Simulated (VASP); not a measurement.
# InW8C8 in VASP: notebook, part 2 of 2

VASP 6.6.1.

### 3 Single point, PBE

File INCAR:

```
PREC = Accurate ; ENCUT = 1000
EDIFF = 1E-6 ; ISMEAR = 0
SIGMA = 0.05 ; LREAL = Auto
LASPH = True ; NELM = 120
ALGO = Normal ; ISIF = 2
LWAVE = False ; LCHARG = False
GGA = PE ; NBANDS = 92
GGA_COMPAT = False ; NELMDL = -8
```

File KPOINTS:

```
Automatic mesh
0
Gamma
  3 3 1
```

File POSCAR:

```
InW8C8
1.0
    5.8006000000      0.0000000000      0.0000000000
   -2.9003000000      5.0234670000      0.0000000000
    0.0000000000      0.0000000000     15.2466500000
W C In
8 8 1
Direct
    0.0000000000      0.0000000000      0.0655881784
   -0.0026736139      0.0021564788      0.2494484362
    0.0000000498      0.5000000995      0.0655881784
   -0.0026712129      0.5014144614      0.2548866144
    0.5000000000      0.0000000000      0.0655881784
    0.4978922709      0.0018025400      0.2549840129
    0.5000000498      0.5000000995      0.0655881784
    0.4967407777      0.5025975089      0.2556307779
    0.3340004516      0.1673716579      0.1521726412
    0.3223274472      0.1688027412      0.3296753713
    0.3335254455      0.6662995895      0.1518785438
    0.3245692791      0.6739594388      0.3281768126
    0.8326169004      0.1670115480      0.1517404151
    0.8300353111      0.1695934302      0.3301588874
    0.8323045372      0.6656896522      0.1521544733
    0.8305442903      0.6767714409      0.3297511912
    0.9826216935      1.0087871584      0.4500993333
```

Potentials or basis: VASP PAW PBE potentials, release 64 (W_sv, C_h, In_d).

On the command line:

```
> cat potpaw_PBE.64/W_sv/POTCAR potpaw_PBE.64/C_h/POTCAR potpaw_PBE.64/In_d/POTCAR > POTCAR
> mpirun -np 1 vasp_std > vasp.out
```

OUTCAR:

```text
PREC = Accurate
   ENCUT = 1000
   EDIFF = 1E-6
   ISMEAR = 0
   LREAL = Auto
   LASPH = True
   NELM = 120
   ISIF = 2
   GGA = PE
   NELMDL = -8

 ion  position               nearest neighbor table
   1  0.000  0.000  0.066-  13 2.13   9 2.13  15 2.14   2 2.80   7 2.90   3 2.90   5 2.90   5 2.90
                             3 2.90   7 2.90
   2  0.997  0.002  0.249-  10 2.04  16 2.04  14 2.08  13 2.23  15 2.25   9 2.25   1 2.80   4 2.90
                             6 2.90   8 2.90   8 2.90   4 2.91   6 2.91  17 3.06
   3  0.000  0.500  0.066-  13 2.13  11 2.13  15 2.13   4 2.89   5 2.90   1 2.90   7 2.90   7 2.90
                             1 2.90   5 2.90
   4  0.997  0.501  0.255-  12 1.99  14 2.02  16 2.06  15 2.28  13 2.30  11 2.31   3 2.89   8 2.89
                             2 2.90   6 2.90   6 2.90   2 2.91   8 2.91
   5  0.500  0.000  0.066-  13 2.13  11 2.13   9 2.13   6 2.89   3 2.90   7 2.90   1 2.90   1 2.90
                             7 2.90   3 2.90
   6  0.498  0.002  0.255-  12 1.99  14 2.02  10 2.06   9 2.28  13 2.30  11 2.30   5 2.89   8 2.89
                             2 2.90   4 2.90   4 2.90   2 2.91   8 2.91
   7  0.500  0.500  0.066-  11 2.13  15 2.13   9 2.13   8 2.90   1 2.90   5 2.90   3 2.90   3 2.90
                             5 2.90   1 2.90
   8  0.497  0.503  0.256-  10 2.02  16 2.02  12 2.05  11 2.28   9 2.31  15 2.31   6 2.89   4 2.89
                             7 2.90   2 2.90   2 2.90   4 2.91   6 2.91
   9  0.334  0.167  0.152-   7 2.13   5 2.13   1 2.13   2 2.25   6 2.28   8 2.31
  10  0.322  0.169  0.330-   8 2.02   2 2.04   6 2.06  17 2.51
  11  0.334  0.666  0.152-   7 2.13   3 2.13   5 2.13   8 2.28   6 2.30   4 2.31
  12  0.325  0.674  0.328-   4 1.99   6 1.99   8 2.05
  13  0.833  0.167  0.152-   5 2.13   3 2.13   1 2.13   2 2.23   4 2.30   6 2.30
  14  0.830  0.170  0.330-   4 2.02   6 2.02   2 2.08  17 2.41
  15  0.832  0.666  0.152-   7 2.13   3 2.13   1 2.14   2 2.25   4 2.28   8 2.31
  16  0.831  0.677  0.330-   8 2.02   2 2.04   4 2.06  17 2.48
  17  0.983  0.009  0.450-  14 2.41  16 2.48  10 2.51   2 3.06

  LATTYP: Found a hexagonal cell.
 ALAT       =     5.8006000000
 C/A-ratio  =     2.6284608489

  Lattice vectors:

 A1 = (   5.8006000000,   0.0000000000,   0.0000000000)
 A2 = (  -2.9003000000,   5.0234670000,   0.0000000000)
 A3 = (   0.0000000000,   0.0000000000,  15.2466500000)

Analysis of symmetry for initial positions (statically):
=====================================================================
 Subroutine PRICEL returns:
 Original cell was already a primitive cell.

 Routine SETGRP: Setting up the symmetry group for a
 hexagonal supercell.

 Subroutine GETGRP returns: Found  1 space group operations
 (whereof  1 operations were pure point group operations)
 out of a pool of 24 trial point group operations.

The static configuration has the point symmetry C_1 .

Analysis of symmetry for dynamics (positions and initial velocities):
=====================================================================
 Subroutine PRICEL returns:
 Original cell was already a primitive cell.

 Routine SETGRP: Setting up the symmetry group for a
 hexagonal supercell.

 Subroutine GETGRP returns: Found  1 space group operations
 (whereof  1 operations were pure point group operations)
 out of a pool of 24 trial point group operations.

The dynamic configuration has the point symmetry C_1 .

[... 86 lines left out ...]
  0.333333 -0.000000  0.000000      2.000000
  0.000000  0.333333  0.000000      2.000000
 -0.333333  0.333333  0.000000      2.000000
  0.333333  0.333333  0.000000      2.000000
   k-points           NKPTS =      5   k-points in BZ     NKDIM =      5   number of bands    NBANDS=     92
   number of dos      NEDOS =    301   number of ions     NIONS =     17
   total plane-waves  NPLWV = 576000
   dimension x,y,z NGX =    60 NGY =   60 NGZ =  160
   dimension x,y,z NGXF=   120 NGYF=  120 NGZF=  320
   ions per type =               8   8   1
   NGX,Y,Z   is equivalent  to a cutoff of  17.20, 17.20, 17.45 a.u.
   NGXF,Y,Z  is equivalent  to a cutoff of  34.39, 34.39, 34.89 a.u.
 SYSTEM =  unknown system
   PREC   = accura    normal or accurate (medium, high low for compatibility)
   ISTART =      0    job   : 0-new  1-cont  2-samecut
   ICHARG =      2    charge: 1-file 2-atom 10-const
   ISPIN  =      1    spin polarized calculation?
   LNONCOLLINEAR =      F non collinear calculations
   LSORBIT =      F    spin-orbit coupling
   LASPH  =      T    aspherical Exc in radial PAW
   ENCUT  = 1000.0 eV  73.50 Ry    8.57 a.u.  14.96 14.96 39.31*2*pi/ulx,y,z
   NELM   =    120;   NELMIN=  2; NELMDL= -8     # of ELM steps
   EDIFF  = 0.1E-05   stopping-criterion for ELM
   LREAL  =      T    real-space projection
   EDIFFG = 0.1E-04   stopping-criterion for IOM
   NSW    =      0    number of steps for IOM
   IBRION =     -1    ionic relax: 0-MD 1-quasi-New 2-CG
   NFREE  =      0    steps in history (QN), initial steepest desc. (CG)
   ISIF   =      2    stress and relaxation
   ISYM   =      2    0-nonsym 1-usesym 2-fastsym
   POTIM  = 0.5000    time-step for ionic-motion
   TEBEG  =    0.0;   TEEND  =   0.0 temperature during run
   PSTRESS=    0.0 pullay stress
   NELECT =     157.0000    total number of electrons
   NUPDOWN=      -1.0000    fix difference up-down
   EMIN   =  10.00;   EMAX   =-10.00  energy-range for DOS
   EFERMI =   0.00;   METHOD = LEGACY
   ISMEAR =     0;   SIGMA  =   0.05  broadening in eV -4-tet -1-fermi 0-gaus
   EFERMI_NEDOS =   21; number of points for ismear=-14 and -15
   IALGO  =     38    algorithm
   IMIX   =      4    mixing-type and parameters
     AMIX     =   0.40;   BMIX     =  1.00
     AMIX_MAG =   1.60;   BMIX_MAG =  1.00
  volume/ion in A,a.u.               =      26.13       176.36
  Fermi-wavevector in a.u.,A,eV,Ry     =   1.157420  2.187207 18.226659  1.339622
  Thomas-Fermi vector in A             =   2.294032
   LORBIT       =      0    0 simple, 1 ext, 2 COOP (PROOUT), +10 PAW based schemes
   GGA     = PE    functional components
   LHFCALC =     F    Hartree Fock is set to
   AEXX    =    0.0000 exact exchange contribution
   IVDW    =     0    specifies the selected vdW correction
   LEPSILON=     F    determine dielectric tensor
   LRPA    =     F    only Hartree local field effects (RPA)
 non-spin polarized calculation
 Gauss-broadening in eV      SIGMA  =   0.05
  energy-cutoff  :     1000.00
  volume of cell :      444.27
 maximum number of plane-waves:     31965
   NGX = 29   NGY = 29   NGZ = 79

 number of electron     157.0000000 magnetization

 Free energy of the ion-electron system (eV)
  ---------------------------------------------------
  ext. energy  EPLUGINS =         0.00000000
  ---------------------------------------------------
  free energy    TOTEN  =      -165.98611161 eV

  energy without entropy =     -165.97685053  energy(sigma->0) =     -165.98148107

 E-fermi :   1.9555     XC(G=0):  -7.1819

 val. band max:        1.8995075036   @ k =   0.3333  -0.0000   0.0000
 cond. band min:       1.9688471889   @ k =  -0.3333   0.3333   0.0000
 fundamental gap:      0.0693396854
 Fermi energy:         1.9555270314

 k-point     1 :       0.0000    0.0000    0.0000
  band No.  band energies     occupation
      1     -72.0715      2.00000
      2     -72.0211      2.00000
      3     -72.0092      2.00000
      4     -72.0012      2.00000
      5     -71.9587      2.00000
      6     -71.9543      2.00000
[... 454 lines left out ...]
     89       4.1971      0.00000
     90       4.4524      0.00000
 [bands above 90 left out]

------------------------ aborting loop because EDIFF is reached ----------------------------------------

  FORCE on cell =-STRESS in cart. coord.  units (eV):
  Direction    XX          YY          ZZ          XY          YZ          ZX
  --------------------------------------------------------------------------------------
  -------------------------------------------------------------------------------------
  Total        7.0277994      8.1620148      1.1113221      1.0339236     -0.3082452      0.7131999
  in kB       25.3442262     29.4345268      4.0077409      3.7286200     -1.1116192      2.5720001
  external PRESSURE =      19.5954980 kB  Pullay stress =       0.0000000 kB

 VOLUME and BASIS-vectors are now :
 -----------------------------------------------------------------------------
  energy-cutoff  :     1000.00
  volume of cell :      444.27
      direct lattice vectors                 reciprocal lattice vectors
     5.800600000  0.000000000  0.000000000     0.172395959  0.099532853  0.000000000
    -2.900300000  5.023467000  0.000000000     0.000000000  0.199065705  0.000000000
     0.000000000  0.000000000 15.246650000     0.000000000  0.000000000  0.065588178

 POSITION                                       TOTAL-FORCE (eV/Angst)
 -----------------------------------------------------------------------------------
      0.00000      0.00000      1.00000        -0.023733      0.001116     -0.534202
      5.77884      0.01083      3.80325         0.001704     -0.000733     -0.021135
     -1.45015      2.51173      1.00000        -0.079134      0.042995      0.110043
      4.33085      2.51884      3.88617         0.009155     -0.010786     -0.017534
      2.90030      0.00000      1.00000        -0.084319      0.029082      0.114061
      2.88285      0.00906      3.88765         0.009861     -0.010626     -0.022461
[... 9 lines left out ...]
      2.85482      3.39974      5.02760         0.024001     -0.007894      0.071804
      5.67431      0.04414      6.86251         0.045265      0.009335      0.061456
 -----------------------------------------------------------------------------------
    total drift:                                0.036200      0.001464      0.018081

  FREE ENERGIE OF THE ION-ELECTRON SYSTEM (eV)
  ---------------------------------------------------
  free  energy   TOTEN  =      -165.9861116063 eV

  energy  without entropy=     -165.9768505331  energy(sigma->0) =     -165.98148107
```

It took 23 min on 1 thread of Intel Xeon Platinum 8488C (Sapphire Rapids), shared host; peak memory 1.3 GiB.

Results:

```
Free energy            : -165.9861 eV
Largest force          : 0.535 eV/Å
Band gap on the k mesh : zero (an odd number of electrons rules out a gap without spin polarisation)
```

Forces on the atoms (eV/Å):
```
W   -0.024  0.001 -0.534
W    0.002 -0.001 -0.021
W   -0.079  0.043  0.110
W    0.009 -0.011 -0.018
W   -0.084  0.029  0.114
W    0.010 -0.011 -0.022
W   -0.032  0.009  0.087
W    0.018 -0.013 -0.026
C    0.009 -0.003 -0.007
C    0.020 -0.013  0.071
C    0.002  0.003 -0.015
C    0.032 -0.018  0.066
C    0.005  0.003 -0.001
C    0.033 -0.018  0.075
C    0.011 -0.002 -0.011
C    0.024 -0.008  0.072
In   0.045  0.009  0.061
```

Levels at points of the mesh, in eV from the Fermi level:
```csv
k point,band 75,band 76,band 77,band 78,band 79,band 80,band 81,band 82,band 83,band 84
"(0.00, 0.00, 0.00)",0.19,0.27,0.28,0.31,0.37,0.58,0.60,1.12,1.23,2.09
```

Caveat: the k points lie up to 0.42 Å⁻¹ apart, too coarse for converged energies and pressures of a metal; there is no dipole correction, which matters where the two faces differ; spin-orbit coupling is left out, which moves the levels of the heavy elements; an odd number of electrons without spin polarisation forces a metal; a magnetic or distorted state may lie lower.

The gap in the log of VASP goes by the Fermi energy; the results here count the filled bands.